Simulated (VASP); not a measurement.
# Cs (Fm-3m) in VASP: further runs

Runs on Cs. Level: PBEsol. Tasks: single point, relaxation of cell and atoms.

All numbers are computed with VASP 6.6.1; they aren't measurements. Logs are shortened: lines on timing, memory, paths and dates and some standing lists are left out, and cuts for length are marked.

## (1) The cell of the first run

It takes space group Fm-3m (No. 225, cubic). The conventional cell has a = 7.549 Å, b = 7.549 Å, c = 7.549 Å, α = 90.00°, β = 90.00°, γ = 90.00°.

This isn't the form of Cs at room conditions, which is bcc.

## (2) Single point, PBEsol

File INCAR:

```
SYSTEM = Cs
  ALGO = Normal
  EDIFF = 1E-6
  ENCUT = 500
  GGA = PS
  GGA_COMPAT = .FALSE.
  ISIF = 2
  ISMEAR = 0
  LASPH = .TRUE.
  LCHARG = .FALSE.
  LREAL = .FALSE.
  LWAVE = .FALSE.
  NBANDS = 10
  NELM = 120
  PREC = Accurate
  SIGMA = 0.05
```

File KPOINTS:

```
k-points
0
G
  5 5 5
  0 0 0
```

File POSCAR:

```
Cs
1.0
    0.0000000000      3.7743936073      3.7743936073
    3.7743936073      0.0000000000      3.7743936073
    3.7743936073      3.7743936073      0.0000000000
Cs
1
Direct
    0.0000000000      0.0000000000      0.0000000000
```

Potentials or basis: VASP PAW PBE potentials, release 64 (Cs_sv).

Run with:

```
$ cat potpaw_PBE.64/Cs_sv/POTCAR > POTCAR
$ mpirun -np 1 vasp_std > vasp.out
```

OUTCAR:

```text
SYSTEM = Cs
   EDIFF = 1E-6
   ENCUT = 500
   GGA = PS
   ISIF = 2
   ISMEAR = 0
   LASPH = .TRUE.
   LREAL = .FALSE.
   NELM = 120
   PREC = Accurate

 ion  position               nearest neighbor table
   1  0.000  0.000  0.000-

  LATTYP: Found a face centered cubic cell.
 ALAT       =     7.5487872146

  Lattice vectors:

 A1 = (   0.0000000000,   3.7743936073,   3.7743936073)
 A2 = (   3.7743936073,   0.0000000000,   3.7743936073)
 A3 = (   3.7743936073,   3.7743936073,   0.0000000000)

Analysis of symmetry for initial positions (statically):
=====================================================================
 Subroutine PRICEL returns:
 Original cell was already a primitive cell.

 Routine SETGRP: Setting up the symmetry group for a
 face centered cubic supercell.

 Subroutine GETGRP returns: Found 48 space group operations
 (whereof 48 operations were pure point group operations)
 out of a pool of 48 trial point group operations.

The static configuration has the point symmetry O_h .

Analysis of symmetry for dynamics (positions and initial velocities):
=====================================================================
 Subroutine PRICEL returns:
 Original cell was already a primitive cell.

 Routine SETGRP: Setting up the symmetry group for a
 face centered cubic supercell.

 Subroutine GETGRP returns: Found 48 space group operations
 (whereof 48 operations were pure point group operations)
 out of a pool of 48 trial point group operations.

The dynamic configuration has the point symmetry O_h .

 Subroutine INISYM returns: Found 48 space group operations
 (whereof 48 operations are pure point group operations),
 and found     1 'primitive' translations

----------------------------------------------------------------------------------------

                                     Primitive cell

  volume of cell :     107.5404

  direct lattice vectors                    reciprocal lattice vectors
     0.000000000  3.774393607  3.774393607    -0.132471611  0.132471611  0.132471611
     3.774393607  0.000000000  3.774393607     0.132471611 -0.132471611  0.132471611
     3.774393607  3.774393607  0.000000000     0.132471611  0.132471611 -0.132471611

  length of vectors
     5.337798629  5.337798629  5.337798629     0.229447560  0.229447560  0.229447560

  position of ions in fractional coordinates (direct lattice)
     0.000000000  0.000000000  0.000000000

  ion indices of the primitive-cell ions
[... 63 lines left out ...]
   IBRION =     -1    ionic relax: 0-MD 1-quasi-New 2-CG
   NFREE  =      0    steps in history (QN), initial steepest desc. (CG)
   ISIF   =      2    stress and relaxation
   ISYM   =      2    0-nonsym 1-usesym 2-fastsym
   POTIM  = 0.5000    time-step for ionic-motion
   TEBEG  =    0.0;   TEEND  =   0.0 temperature during run
   PSTRESS=    0.0 pullay stress
   NELECT =       9.0000    total number of electrons
   NUPDOWN=      -1.0000    fix difference up-down
   EMIN   =  10.00;   EMAX   =-10.00  energy-range for DOS
   EFERMI =   0.00;   METHOD = LEGACY
   ISMEAR =     0;   SIGMA  =   0.05  broadening in eV -4-tet -1-fermi 0-gaus
   EFERMI_NEDOS =   21; number of points for ismear=-14 and -15
   IALGO  =     38    algorithm
   IMIX   =      4    mixing-type and parameters
     AMIX     =   0.40;   BMIX     =  1.00
     AMIX_MAG =   1.60;   BMIX_MAG =  1.00
  volume/ion in A,a.u.               =     107.54       725.72
  Fermi-wavevector in a.u.,A,eV,Ry     =   0.716086  1.353206  6.976783  0.512779
  Thomas-Fermi vector in A             =   1.804415
   LORBIT       =      0    0 simple, 1 ext, 2 COOP (PROOUT), +10 PAW based schemes
   GGA     = PS    functional components
   LHFCALC =     F    Hartree Fock is set to
   AEXX    =    0.0000 exact exchange contribution
   IVDW    =     0    specifies the selected vdW correction
   LEPSILON=     F    determine dielectric tensor
   LRPA    =     F    only Hartree local field effects (RPA)
 non-spin polarized calculation
 Gauss-broadening in eV      SIGMA  =   0.05
  energy-cutoff  :      500.00
  volume of cell :      107.54
 maximum number of plane-waves:      2746
   NGX = 19   NGY = 19   NGZ = 19

 number of electron       9.0000002 magnetization

 Free energy of the ion-electron system (eV)
  ---------------------------------------------------
  ext. energy  EPLUGINS =         0.00000000
  ---------------------------------------------------
  free energy    TOTEN  =        -0.96787783 eV

  energy without entropy =       -0.96655342  energy(sigma->0) =       -0.96721562

 E-fermi :   0.5435     XC(G=0):  -5.6550

 val. band max:        0.5361020445   @ k =   0.4000   0.4000   0.0000
 cond. band min:       0.8380564853   @ k =  -0.4000   0.2000   0.0000
 fundamental gap:      0.3019544407
 Fermi energy:         0.5435418117

 k-point     1 :       0.0000    0.0000    0.0000
  band No.  band energies     occupation
      1     -23.2674      2.00000
      2      -9.9768      2.00000
      3      -9.9768      2.00000
      4      -9.9768      2.00000
      5      -1.2137      2.00000
      6       3.0329      0.00000
      7       3.0329      0.00000
      8       3.0329      0.00000
      9       4.1963      0.00000
     10       4.1963      0.00000
[... 105 lines left out ...]
 k-point    10 :      -0.4000    0.4000    0.2000
  band No.  band energies     occupation
      1     -23.2569      2.00000
      2     -10.1068      2.00000
      3     -10.0667      2.00000
      4     -10.0285      2.00000
      5       0.9865      0.00000
      6       1.7468      0.00000
      7       1.7932      0.00000
      8       3.1968      0.00000
      9       4.5261      0.00000
     10       4.7656      0.00000

------------------------ aborting loop because EDIFF is reached ----------------------------------------

  FORCE on cell =-STRESS in cart. coord.  units (eV):
  Direction    XX          YY          ZZ          XY          YZ          ZX
  --------------------------------------------------------------------------------------
  -------------------------------------------------------------------------------------
  Total       -0.0012773     -0.0012773     -0.0012773     -0.0000000     -0.0000000      0.0000000
  in kB       -0.0190300     -0.0190300     -0.0190300     -0.0000000     -0.0000000      0.0000000
  external PRESSURE =      -0.0190300 kB  Pullay stress =       0.0000000 kB

 VOLUME and BASIS-vectors are now :
 -----------------------------------------------------------------------------
  energy-cutoff  :      500.00
  volume of cell :      107.54
      direct lattice vectors                 reciprocal lattice vectors
     0.000000000  3.774393607  3.774393607    -0.132471611  0.132471611  0.132471611
     3.774393607  0.000000000  3.774393607     0.132471611 -0.132471611  0.132471611
     3.774393607  3.774393607  0.000000000     0.132471611  0.132471611 -0.132471611

 POSITION                                       TOTAL-FORCE (eV/Angst)
 -----------------------------------------------------------------------------------
      0.00000      0.00000      0.00000        -0.000000     -0.000000     -0.000000
 -----------------------------------------------------------------------------------
    total drift:                               -0.000000     -0.000000     -0.000000

  FREE ENERGIE OF THE ION-ELECTRON SYSTEM (eV)
  ---------------------------------------------------
  free  energy   TOTEN  =        -0.9678778254 eV

  energy  without entropy=       -0.9665534198  energy(sigma->0) =       -0.96721562
```

OSZICAR:

```text
N       E                     dE             d eps       ncg     rms          rms(c)
DAV:   1     0.486622048306E+02    0.48662E+02   -0.27882E+03   200   0.601E+02
DAV:   2     0.455258453579E+01   -0.44110E+02   -0.43275E+02   236   0.109E+02
DAV:   3    -0.896111625117E+00   -0.54487E+01   -0.54432E+01   232   0.417E+01
DAV:   4    -0.967771947222E+00   -0.71660E-01   -0.71655E-01   254   0.595E+00
DAV:   5    -0.968176241917E+00   -0.40429E-03   -0.40429E-03   258   0.442E-01    0.135E-01
DAV:   6    -0.967743775214E+00    0.43247E-03   -0.12639E-03   268   0.170E-01    0.935E-02
DAV:   7    -0.967828694487E+00   -0.84919E-04   -0.31727E-03   230   0.285E-01    0.348E-02
DAV:   8    -0.967877437411E+00   -0.48743E-04   -0.96080E-05   236   0.672E-02    0.568E-03
DAV:   9    -0.967878585713E+00   -0.11483E-05   -0.37397E-06   292   0.999E-03    0.353E-03
DAV:  10    -0.967877825425E+00    0.76029E-06   -0.79663E-07   134   0.470E-03
   1 F= -.96787783E+00 E0= -.96721562E+00  d E =-.132441E-02
```

It took 18 s on 1 thread of Intel Xeon 8259CL, shared host; peak memory 0.23 GiB.

What came out:

```
Free energy            : -0.9679 eV
Pressure               : 0.0 GPa
Band gap on the k mesh : zero (an odd number of electrons rules out a gap without spin polarisation)
```

Levels at points of the mesh, in eV from the Fermi level:
```tsv
k point	band 3	band 4	band 5	band 6	band 7	band 8
(0.00, 0.00, 0.00)	-10.52	-10.52	-1.76	2.49	2.49	2.49
```

Caveat: the PAW data sets were made with another functional, which shifts forces and pressure a little; spin-orbit coupling is left out, which moves the levels of the heavy elements.

## (3) Relaxation of cell and atoms, PBEsol

File INCAR:

```
PREC = Accurate
ENCUT = 500
EDIFF = 1E-7
ISMEAR = 0
SIGMA = 0.05
LREAL = False
LASPH = True
NELM = 120
ALGO = Normal
ISIF = 3
LWAVE = False
LCHARG = False
GGA = PS
IBRION = 2
NSW = 80
EDIFFG = -0.03
GGA_COMPAT = False
NELMIN = 4
```

File KPOINTS:

```
Automatic mesh
0
Gamma
  5 5 5
```

POSCAR is that of step 2.

Potentials or basis: VASP PAW PBE potentials, release 64 (Cs_sv).

Run with:

```
$ cat potpaw_PBE.64/Cs_sv/POTCAR > POTCAR
$ mpirun -np 1 vasp_std > vasp.out
```

It took 17 s on 1 thread of Intel Xeon 8259CL, shared host; peak memory 0.22 GiB.

Results (log left out):

- Free energy: -0.9679 eV
- Pressure after relaxing: 0.0 GPa
- Band gap on the k mesh: zero (an odd number of electrons rules out a gap without spin polarisation)

Final structure:
```yaml
crystal:
  lattice:
    - [0.00000, 3.77439, 3.77439]
    - [3.77439, 0.00000, 3.77439]
    - [3.77439, 3.77439, 0.00000]
  atoms:
    - { symbol: Cs, position: [0.00000, 0.00000, 0.00000] }
```

Levels at points of the mesh, in eV from the Fermi level:
```
           k point  band 1  band 2  band 3  band 4  band 5  band 6  band 7  band 8
(0.00, 0.00, 0.00)  -23.81  -10.52  -10.52  -10.52   -1.76    2.49    2.49    2.49
```

Caveat: the relaxation stopped at its first step, so nothing moved; the PAW data sets were made with another functional, which shifts forces and pressure a little; spin-orbit coupling is left out, which moves the levels of the heavy elements.
